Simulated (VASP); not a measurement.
# Li (Fm-3m) in VASP: a series of runs

The runs below take Li through single point, relaxation of cell and atoms, with PBE.

All numbers are computed with VASP 6.6.1; they aren't measurements. Logs are shortened: lines on timing, memory, paths and dates and some standing lists are left out, and cuts for length are marked.

## 1. The cell of the first run

Symmetry: Fm-3m, No. 225, cubic system. The conventional cell has a = 4.285 Å, b = 4.285 Å, c = 4.285 Å, α = 90.00°, β = 90.00°, γ = 90.00°. Li (site symmetry m-3m) has 12 Li at 3.03 Å within 4.0 Å.

## 2. Single point, PBE

Input file INCAR:

```
PREC = Accurate ; ENCUT = 520
EDIFF = 1E-7 ; ISMEAR = -1
SIGMA = 0.1 ; LREAL = False
LASPH = True ; NELM = 80
ALGO = Normal ; ISIF = 2
LWAVE = False ; LCHARG = True
GGA = PE ; LELF = True
LVHAR = True ; NBANDS = 8
```

Input file KPOINTS:

```
regular mesh
0
Gamma
  15 15 15
```

Input file POSCAR:

```
Li
1.0
    0.0000000000      2.1423755174      2.1423755174
    2.1423755174      0.0000000000      2.1423755174
    2.1423755174      2.1423755174      0.0000000000
Li
1
Direct
    0.0000000000      0.0000000000      0.0000000000
```

Potentials or basis: VASP PAW PBE potentials, release 64 (Li_sv).

Run with:

```console
cat potpaw_PBE.64/Li_sv/POTCAR > POTCAR
mpirun -np 1 vasp_std > vasp.out
```

OUTCAR:

```text
PREC = Accurate
   ENCUT = 520
   EDIFF = 1E-7
   ISMEAR = -1
   LREAL = False
   LASPH = True
   NELM = 80
   ISIF = 2
   GGA = PE

 ion  position               nearest neighbor table
   1  0.000  0.000  0.000-

  LATTYP: Found a face centered cubic cell.
 ALAT       =     4.2847510348

  Lattice vectors:

 A1 = (   0.0000000000,   2.1423755174,   2.1423755174)
 A2 = (   2.1423755174,   0.0000000000,   2.1423755174)
 A3 = (   2.1423755174,   2.1423755174,   0.0000000000)

Analysis of symmetry for initial positions (statically):
=====================================================================
 Subroutine PRICEL returns:
 Original cell was already a primitive cell.

 Routine SETGRP: Setting up the symmetry group for a
 face centered cubic supercell.

 Subroutine GETGRP returns: Found 48 space group operations
 (whereof 48 operations were pure point group operations)
 out of a pool of 48 trial point group operations.

The static configuration has the point symmetry O_h .

Analysis of symmetry for dynamics (positions and initial velocities):
=====================================================================
 Subroutine PRICEL returns:
 Original cell was already a primitive cell.

 Routine SETGRP: Setting up the symmetry group for a
 face centered cubic supercell.

 Subroutine GETGRP returns: Found 48 space group operations
 (whereof 48 operations were pure point group operations)
 out of a pool of 48 trial point group operations.

The dynamic configuration has the point symmetry O_h .

 Subroutine INISYM returns: Found 48 space group operations
 (whereof 48 operations are pure point group operations),
 and found     1 'primitive' translations

----------------------------------------------------------------------------------------

                                     Primitive cell

  volume of cell :      19.6660

  direct lattice vectors                    reciprocal lattice vectors
     0.000000000  2.142375517  2.142375517    -0.233385789  0.233385789  0.233385789
     2.142375517  0.000000000  2.142375517     0.233385789 -0.233385789  0.233385789
     2.142375517  2.142375517  0.000000000     0.233385789  0.233385789 -0.233385789

  length of vectors
     3.029776512  3.029776512  3.029776512     0.404236044  0.404236044  0.404236044

  position of ions in fractional coordinates (direct lattice)
     0.000000000  0.000000000  0.000000000

  ion indices of the primitive-cell ions
   primitive index   ion index
                 1           1

----------------------------------------------------------------------------------------

 KPOINTS: regular mesh

Automatic generation of k-mesh.
 Grid dimensions read from file:
 generate k-points for:   15   15   15

 Generating k-lattice:

  Cartesian coordinates                     Fractional coordinates (reciprocal lattice)
    -0.015559053  0.015559053  0.015559053     0.066666667  0.000000000  0.000000000
     0.015559053 -0.015559053  0.015559053     0.000000000  0.066666667  0.000000000
     0.015559053  0.015559053 -0.015559053     0.000000000  0.000000000  0.066666667

  Length of vectors
     0.026949070  0.026949070  0.026949070

  Shift w.r.t. Gamma in fractional coordinates (k-lattice)
     0.000000000  0.000000000  0.000000000

 Subroutine IBZKPT returns following result:
 ===========================================

 Found    120 irreducible k-points:

 Following reciprocal coordinates:
            Coordinates               Weight
  0.000000  0.000000  0.000000      1.000000
  0.066667  0.000000  0.000000      8.000000
  0.133333  0.000000  0.000000      8.000000
  0.200000  0.000000  0.000000      8.000000
  0.266667  0.000000  0.000000      8.000000
  0.333333  0.000000  0.000000      8.000000
[... 16 lines left out ...]
  0.133333  0.133333  0.000000      6.000000
  0.200000  0.133333  0.000000     24.000000
 [... further k-points ...]
   k-points           NKPTS =    120   k-points in BZ     NKDIM =    120   number of bands    NBANDS=      8
   number of dos      NEDOS =    301   number of ions     NIONS =      1
   total plane-waves  NPLWV =  13824
   dimension x,y,z NGX =    24 NGY =   24 NGZ =   24
   dimension x,y,z NGXF=    48 NGYF=   48 NGZF=   48
   ions per type =               1
   NGX,Y,Z   is equivalent  to a cutoff of  13.17, 13.17, 13.17 a.u.
   NGXF,Y,Z  is equivalent  to a cutoff of  26.34, 26.34, 26.34 a.u.
 SYSTEM =  unknown system
   PREC   = accura    normal or accurate (medium, high low for compatibility)
   ISTART =      0    job   : 0-new  1-cont  2-samecut
   ICHARG =      2    charge: 1-file 2-atom 10-const
   ISPIN  =      1    spin polarized calculation?
   LNONCOLLINEAR =      F non collinear calculations
   LSORBIT =      F    spin-orbit coupling
   LASPH  =      T    aspherical Exc in radial PAW
   ENCUT  =  520.0 eV  38.22 Ry    6.18 a.u.   5.63  5.63  5.63*2*pi/ulx,y,z
   NELM   =     80;   NELMIN=  2; NELMDL= -5     # of ELM steps
   EDIFF  = 0.1E-06   stopping-criterion for ELM
   LREAL  =      F    real-space projection
   EDIFFG = 0.1E-05   stopping-criterion for IOM
   NSW    =      0    number of steps for IOM
   IBRION =     -1    ionic relax: 0-MD 1-quasi-New 2-CG
   NFREE  =      0    steps in history (QN), initial steepest desc. (CG)
   ISIF   =      2    stress and relaxation
   ISYM   =      2    0-nonsym 1-usesym 2-fastsym
   POTIM  = 0.5000    time-step for ionic-motion
   TEBEG  =    0.0;   TEEND  =   0.0 temperature during run
   PSTRESS=    0.0 pullay stress
   NELECT =       3.0000    total number of electrons
   NUPDOWN=      -1.0000    fix difference up-down
   EMIN   =  10.00;   EMAX   =-10.00  energy-range for DOS
   EFERMI =   0.00;   METHOD = LEGACY
   ISMEAR =    -1;   SIGMA  =   0.10  broadening in eV -4-tet -1-fermi 0-gaus
   EFERMI_NEDOS =   21; number of points for ismear=-14 and -15
   IALGO  =     38    algorithm
   IMIX   =      4    mixing-type and parameters
     AMIX     =   0.40;   BMIX     =  1.00
     AMIX_MAG =   1.60;   BMIX_MAG =  1.00
  volume/ion in A,a.u.               =      19.67       132.71
  Fermi-wavevector in a.u.,A,eV,Ry     =   0.874735  1.653009 10.410643  0.765161
  Thomas-Fermi vector in A             =   1.994307
   LORBIT       =      0    0 simple, 1 ext, 2 COOP (PROOUT), +10 PAW based schemes
   GGA     = PE    functional components
   LHFCALC =     F    Hartree Fock is set to
   AEXX    =    0.0000 exact exchange contribution
   IVDW    =     0    specifies the selected vdW correction
   LEPSILON=     F    determine dielectric tensor
   LRPA    =     F    only Hartree local field effects (RPA)
 non-spin polarized calculation
  energy-cutoff  :      520.00
  volume of cell :       19.67
 maximum number of plane-waves:       540
   NGX = 11   NGY = 11   NGZ = 11

 number of electron       2.9999993 magnetization

 Free energy of the ion-electron system (eV)
  ---------------------------------------------------
  ext. energy  EPLUGINS =         0.00000000
  ---------------------------------------------------
  free energy    TOTEN  =        -1.91233805 eV

  energy without entropy =       -1.89460117  energy(sigma->0) =       -1.90346961

 E-fermi :   0.7060     XC(G=0):  -7.1182

 val. band max:        0.6558215232   @ k =   0.4667   0.3333   0.0667
 cond. band min:       0.7318150091   @ k =  -0.4000   0.1333   0.0000
 fundamental gap:      0.0759934858
 Fermi energy:         0.7060322757

 k-point     1 :       0.0000    0.0000    0.0000
  band No.  band energies     occupation
      1     -45.7669      2.00000
      2      -2.8887      2.00000
      3      15.3722      0.00000
      4      15.3722      0.00000
      5      15.3722      0.00000
      6      19.3021      0.00000
      7      19.3021      0.00000
      8      19.3021      0.00000

 k-point     2 :       0.0667    0.0000    0.0000
  band No.  band energies     occupation
      1     -45.7660      2.00000
      2      -2.8084      2.00000
      3      14.4719      0.00000
      4      15.1840      0.00000
      5      15.1841      0.00000
      6      18.5853      0.00000
      7      19.6338      0.00000
      8      19.6338      0.00000

 k-point     3 :       0.1333    0.0000    0.0000
  band No.  band energies     occupation
      1     -45.7636      2.00000
      2      -2.5674      2.00000
      3      12.5218      0.00000
      4      14.7754      0.00000
      5      14.7754      0.00000
      6      18.5362      0.00000
      7      20.3347      0.00000
      8      20.3347      0.00000

 k-point     4 :       0.2000    0.0000    0.0000
  band No.  band energies     occupation
      1     -45.7599      2.00000
      2      -2.1664      2.00000
      3      10.3941      0.00000
      4      14.3551      0.00000
      5      14.3552      0.00000
      6      18.8281      0.00000
      7      20.3927      0.00000
      8      20.3927      0.00000

 k-point     5 :       0.2667    0.0000    0.0000
  band No.  band energies     occupation
      1     -45.7557      2.00000
      2      -1.6091      2.00000
      3       8.3658      0.00000
      4      14.0191      0.00000
      5      14.0192      0.00000
      6      19.0100      0.00000
      7      19.5386      0.00000
      8      19.5386      0.00000

 k-point     6 :       0.3333    0.0000    0.0000
  band No.  band energies     occupation
      1     -45.7517      2.00000
      2      -0.9091      2.00000
      3       6.5308      0.00000
      4      13.7930      0.00000
      5      13.7930      0.00000
      6      18.6558      0.00000
      7      18.6558      0.00000
      8      18.7737      0.00000

 k-point     7 :       0.4000    0.0000    0.0000
  band No.  band energies     occupation
      1     -45.7485      2.00000
      2      -0.1174      1.99947
      3       4.9711      0.00000
      4      13.6678      0.00000
      5      13.6679      0.00000
      6      18.0009      0.00000
      7      18.0009      0.00000
      8      18.4399      0.00000

 k-point     8 :       0.4667    0.0000    0.0000
  band No.  band energies     occupation
      1     -45.7468      2.00000
      2       0.5617      1.61787
      3       3.9047      0.00000
      4      13.6171      0.00000
      5      13.6172      0.00000
      6      17.6539      0.00000
      7      17.6540      0.00000
      8      18.2444      0.00000

 k-point     9 :       0.0667    0.0667    0.0000
  band No.  band energies     occupation
      1     -45.7657      2.00000
      2      -2.7815      2.00000
      3      14.6280      0.00000
      4      14.6281      0.00000
      5      15.3710      0.00000
      6      17.6545      0.00000
      7      20.2532      0.00000
      8      20.2532      0.00000

 k-point    10 :       0.1333    0.0667    0.0000
  band No.  band energies     occupation
      1     -45.7638      2.00000
      2      -2.5938      2.00000
      3      13.1895      0.00000
      4      14.0263      0.00000
      5      15.3257      0.00000
      6      17.3952      0.00000
      7      20.6210      0.00000
      8      20.9738      0.00000
[... 78 lines left out ...]
 k-point    18 :      -0.3333    0.0667    0.0000
  band No.  band energies     occupation
      1     -45.7501      2.00000
      2      -0.5722      1.99999
      3       6.0102      0.00000
      4      12.6847      0.00000
      5      14.0822      0.00000
      6      17.3777      0.00000
      7      18.2365      0.00000
      8      20.6511      0.00000

 k-point    19 :      -0.2667    0.0667    0.0000
  band No.  band energies     occupation
      1     -45.7538      2.00000
      2      -1.3155      2.00000
      3       7.7605      0.00000
      4      12.7575      0.00000
      5      14.5256      0.00000
      6      18.1322      0.00000
      7      18.7999      0.00000
      8      20.2507      0.00000

 k-point    20 :      -0.2000    0.0667    0.0000
  band No.  band energies     occupation
      1     -45.7579      2.00000
      2      -1.9248      2.00000
      3       9.7189      0.00000
      4      12.9990      0.00000
      5      14.9572      0.00000
      6      18.7042      0.00000
      7      19.6164      0.00000
      8      19.9763      0.00000

 k-point    21 :      -0.1333    0.0667    0.0000
  band No.  band energies     occupation
      1     -45.7618      2.00000
      2      -2.3795      2.00000
      3      11.7982      0.00000
      4      13.4034      0.00000
      5      15.3183      0.00000
      6      18.4895      0.00000
      7      20.0181      0.00000
      8      20.7819      0.00000

 k-point    22 :      -0.0667    0.0667    0.0000
  band No.  band energies     occupation
      1     -45.7646      2.00000
      2      -2.6744      2.00000
      3      13.7223      0.00000
      4      14.0223      0.00000
      5      15.4517      0.00000
      6      18.2847      0.00000
      7      19.5926      0.00000
      8      20.8840      0.00000

 k-point    23 :       0.1333    0.1333    0.0000
  band No.  band energies     occupation
      1     -45.7625      2.00000
      2      -2.4586      2.00000
      3      13.3048      0.00000
      4      13.3048      0.00000
      5      15.3365      0.00000
      6      15.9286      0.00000
      7      18.9821      0.00000
      8      22.1519      0.00000

 k-point    24 :       0.2000    0.1333    0.0000
  band No.  band energies     occupation
      1     -45.7597      2.00000
      2      -2.1620      2.00000
      3      11.8480      0.00000
      4      12.7098      0.00000
      5      15.1536      0.00000
      6      15.9071      0.00000
      7      17.6793      0.00000
      8      22.9183      0.00000

 [... further k-points ...]
[... 5 lines left out ...]
  --------------------------------------------------------------------------------------
  -------------------------------------------------------------------------------------
  Total        0.0441068      0.0441068      0.0441068     -0.0000000     -0.0000000      0.0000000
  in kB        3.5933475      3.5933475      3.5933475     -0.0000000     -0.0000000      0.0000000
  external PRESSURE =       3.5933475 kB  Pullay stress =       0.0000000 kB

 VOLUME and BASIS-vectors are now :
 -----------------------------------------------------------------------------
  energy-cutoff  :      520.00
  volume of cell :       19.67
      direct lattice vectors                 reciprocal lattice vectors
     0.000000000  2.142375517  2.142375517    -0.233385789  0.233385789  0.233385789
     2.142375517  0.000000000  2.142375517     0.233385789 -0.233385789  0.233385789
     2.142375517  2.142375517  0.000000000     0.233385789  0.233385789 -0.233385789

 POSITION                                       TOTAL-FORCE (eV/Angst)
 -----------------------------------------------------------------------------------
      0.00000      0.00000      0.00000         0.000000      0.000000      0.000000
 -----------------------------------------------------------------------------------
    total drift:                               -0.000000      0.000000     -0.000000

  FREE ENERGIE OF THE ION-ELECTRON SYSTEM (eV)
  ---------------------------------------------------
  free  energy   TOTEN  =        -1.9123380463 eV

  energy  without entropy=       -1.8946011712  energy(sigma->0) =       -1.90346961
```

It took 4.6 s on 1 thread of Intel Xeon 6975P-C (Granite Rapids), shared host; peak memory 0.13 GiB.

What came out:

```yaml
Free_energy: -1.9123 eV
```

Caveat: the cutoff is under 1.25 times the usual one of these potentials, so pressure, stress and relaxed cells hold a basis-set (Pulay) error.

## 3. Relaxation of cell and atoms, PBE, target pressure 0.43 GPa, at which the enthalpy is minimised

Input file INCAR:

```
PREC = Accurate ; ENCUT = 600
EDIFF = 1E-6 ; ISMEAR = -1
SIGMA = 0.1 ; LREAL = False
LASPH = True ; NELM = 80
ALGO = Normal ; ISIF = 3
LWAVE = False ; LCHARG = False
GGA = PE ; IBRION = 2
NSW = 60 ; EDIFFG = -0.005
PSTRESS = 4.3
```

KPOINTS is that of step 2.

POSCAR is that of step 2.

Potentials or basis: VASP PAW PBE potentials, release 64 (Li_sv).

Run with:

```console
cat potpaw_PBE.64/Li_sv/POTCAR > POTCAR
mpirun -np 1 vasp_std > vasp.out
```

It took 5.7 s on 1 thread of Intel Xeon 6975P-C (Granite Rapids), shared host; peak memory 0.13 GiB.

Results (log left out):

| Item | Value |
| --- | --- |
| Free energy | -1.9118 eV |
| Relaxed volume | 19.55 Å³/atom |
| Relaxed cell | a = 3.024 Å, b = 3.024 Å, c = 3.024 Å, α = 60.00°, β = 60.00°, γ = 60.00° |
| Space group after relaxing (to 0.05 Å) | Fm-3m (No. 225) |
| Energy change on relaxing (the enthalpy is what falls) | +0.3 meV/atom |
| Ionic steps | 3 |
| Pressure after relaxing | 0.4 GPa |

Step by step:
```csv
step,energy change (eV),largest force (eV/Å),pressure (GPa),volume (Å³)
1,0.0000,0.0000,0.32,19.67
2,0.0001,0.0000,0.35,19.63
3,0.0003,0.0000,0.40,19.55
```

Final structure:
```yaml
crystal:
  lattice:
    - [0.00000, 2.13801, 2.13801]
    - [2.13801, 0.00000, 2.13801]
    - [2.13801, 2.13801, 0.00000]
  atoms:
    - { symbol: Li, position: [0.00000, 0.00000, 0.00000] }
```

Levels at points of the mesh, in eV from the Fermi level:
```csv
k point,band 1,band 2,band 3,band 4,band 5
"(0.00, 0.00, 0.00)",-46.46,-3.60,14.73,14.73,14.73
```

Caveat: the cutoff is under 1.25 times the usual one of these potentials, so pressure, stress and relaxed cells hold a basis-set (Pulay) error; the cell is relaxed towards a set pressure, so the enthalpy falls and the energy may rise.

## 4. Relaxation of cell and atoms, PBE, target pressure 0.43 GPa, at which the enthalpy is minimised

Input file INCAR:

```
SYSTEM = Li
PREC = Accurate ; ENCUT = 600
EDIFF = 1E-7 ; ISMEAR = -1
SIGMA = 0.1 ; LREAL = .FALSE.
LASPH = .TRUE. ; NELM = 100
ALGO = Normal ; ISIF = 3
LWAVE = .FALSE. ; LCHARG = .FALSE.
GGA = PE ; IBRION = 2
NSW = 32 ; EDIFFG = -0.005
PSTRESS = 4.3
```

Input file KPOINTS:

```
Automatic mesh
0
G
  15 15 15
  0 0 0
```

POSCAR is that of step 3.

Run with:

```console
cat potpaw_PBE.64/Li_sv/POTCAR > POTCAR
mpirun -np 1 vasp_std > vasp.out
```

It took 6.6 s on 1 thread of Intel Xeon 6975P-C (Granite Rapids), shared host; peak memory 0.13 GiB.

It converged, with:

```
Free energy                                            : -1.9117 eV
Relaxed volume                                         : 19.51 Å³/atom
Relaxed cell                                           : a = 3.022 Å, b = 3.022 Å, c = 3.022 Å, α = 60.00°, β = 60.00°, γ = 60.00°
Space group after relaxing (to 0.05 Å)                 : Fm-3m (No. 225)
Energy change on relaxing (the enthalpy is what falls) : +0.4 meV/atom
Ionic steps                                            : 3
Pressure after relaxing                                : 0.4 GPa
```

The path:
| step | energy change (eV) | largest force (eV/Å) | pressure (GPa) | volume (Å³) |
| --- | --- | --- | --- | --- |
| 1 | 0.0000 | 0.0000 | 0.31 | 19.67 |
| 2 | 0.0001 | 0.0000 | 0.34 | 19.63 |
| 3 | 0.0004 | 0.0000 | 0.43 | 19.51 |

Final structure:
```yaml
crystal:
  lattice:
    - [0.00000, 2.13677, 2.13677]
    - [2.13677, 0.00000, 2.13677]
    - [2.13677, 2.13677, 0.00000]
  atoms:
    - { symbol: Li, position: [0.00000, 0.00000, 0.00000] }
```

Levels at points of the mesh, in eV from the Fermi level:
```tsv
k point	band 1	band 2	band 3	band 4	band 5
(0.00, 0.00, 0.00)	-46.46	-3.61	14.75	14.75	14.75
```

Caveat: the cutoff is under 1.25 times the usual one of these potentials, so pressure, stress and relaxed cells hold a basis-set (Pulay) error; the cell is relaxed towards a set pressure, so the enthalpy falls and the energy may rise.
